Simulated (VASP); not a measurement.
Wanted: the native input for a VASP 6.6.1 run.

| Quantity | Value |
| --- | --- |
| Task | single point |
| Functional | r2SCAN |
| Potentials or basis | VASP PAW PBE potentials, release 64 (Sc_sv, Al) |
| Cutoff | 520 eV |
| k mesh | 6 × 6 × 3 |
| Occupations | gaussian, width 0.05 eV |
| Spin | no spin polarisation |
| Dipole correction | no |
| Further INCAR settings | ALGO = Normal; EDIFF = 1e-07; NBANDS = 34 |

Crystal: Sc2Al.

```
Sc Al
1.0
     4.89261    0.00000    0.00000
    -2.44631    4.23713    0.00000
     0.00000    0.00000    6.16142
Sc Al
4 2
Direct
  0.00000 0.00000 0.00000
  0.00000 0.00000 0.50000
  0.33333 0.66667 0.75000
  0.66667 0.33333 0.25000
  0.33333 0.66667 0.25000
  0.66667 0.33333 0.75000
```

The input as run:

POSCAR

```
Sc2Al
1.0
    4.8926114005      0.0000000000      0.0000000000
   -2.4463057002      4.2371257637      0.0000000000
    0.0000000000      0.0000000000      6.1614205700
Sc Al
4 2
Direct
    0.0000000000      0.0000000000      0.0000000000
    0.0000000000      0.0000000000      0.5000000000
    0.3333333333      0.6666666667      0.7500000000
    0.6666666667      0.3333333333      0.2500000000
    0.3333333333      0.6666666667      0.2500000000
    0.6666666667      0.3333333333      0.7500000000
```

INCAR.step1

```
SYSTEM = Sc2Al
PREC = Accurate
ENCUT = 520
ISMEAR = 0
SIGMA = 0.05
LREAL = .False.
LASPH = .True.
NELM = 60
NBANDS = 34
GGA = PE
ALGO = Normal
EDIFF = 1E-4
LWAVE = .True.
LCHARG = .False.
```

INCAR.step2

```
SYSTEM = Sc2Al
PREC = Accurate
ENCUT = 520
EDIFF = 1E-7
ISMEAR = 0
SIGMA = 0.05
LREAL = .False.
LASPH = .True.
NELM = 60
ALGO = Normal
ISIF = 2
LWAVE = .False.
LCHARG = .False.
METAGGA = R2SCAN
LMIXTAU = .True.
NBANDS = 34
ISTART = 1
```

KPOINTS

```
regular mesh
0
Gamma
  6 6 3
  0 0 0
```

Potentials or basis: VASP PAW PBE potentials, release 64 (Sc_sv, Al).

Run with:

```console
$ cat potpaw_PBE.64/Sc_sv/POTCAR potpaw_PBE.64/Al/POTCAR > POTCAR
$ cp INCAR.step1 INCAR
$ mpirun -np 1 vasp_std > vasp.out
$ cp INCAR.step2 INCAR
$ mpirun -np 1 vasp_std > vasp.out
```

Results of the run:

```
Pressure               : 0.1 GPa
Band gap on the k mesh : zero (band 25 reaches 5.21 eV, above the bottom of band 26 at 4.56 eV)
```

Caveat: the PAW data sets were made with another functional, which shifts forces and pressure a little.

Run time: 2 min on 1 thread of Intel(R) Xeon(R) 6975P-C (Granite Rapids) (shared host), peak memory 0.27 GiB.
